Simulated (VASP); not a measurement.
TiPt3, 4 atoms in the cell. The structure is cubic, space group Pm-3m (No. 221). Conventional cell: a = 3.948 Å, b = 3.948 Å, c = 3.948 Å, α = 90.00°, β = 90.00°, γ = 90.00°. Within 3.7 Å of Ti (site symmetry m-3m) lie 12 Pt at 2.79 Å. Pt (site symmetry 4/mmm) has 4 Ti at 2.79 Å and 8 Pt at 2.79 Å within 3.7 Å. 

- Program: VASP 6.6.1
- Task: single point
- Functional: PBE
- Potentials or basis: VASP PAW PBE potentials, release 64 (Ti_sv, Pt)
- Cutoff: 550 eV
- k mesh: 6 × 6 × 6
- Occupations: gaussian, width 0.1 eV
- Spin: no spin polarisation
- Dipole correction: no
- Second try: not_converged
- Further INCAR settings: ALGO = All; EDIFF = 1e-06; NBANDS = 29

Potentials or basis: VASP PAW PBE potentials, release 64 (Ti_sv, Pt).

Run with:

```sh
$ cat potpaw_PBE.64/Ti_sv/POTCAR potpaw_PBE.64/Pt/POTCAR > POTCAR
$ mpirun -np 4 vasp_std > vasp.out
```

Hardware: 4 MPI ranks on Intel(R) Xeon(R) Platinum 8375C CPU @ 2.90GHz (Ice Lake), on a shared host.

Question: Estimate the wall time of this run.

Answer: Run time: 20 s on 4 MPI ranks on Intel(R) Xeon(R) Platinum 8375C CPU @ 2.90GHz (Ice Lake) (shared host), peak memory 0.21 GiB a rank. Counts: scf iterations 33, k points 20.
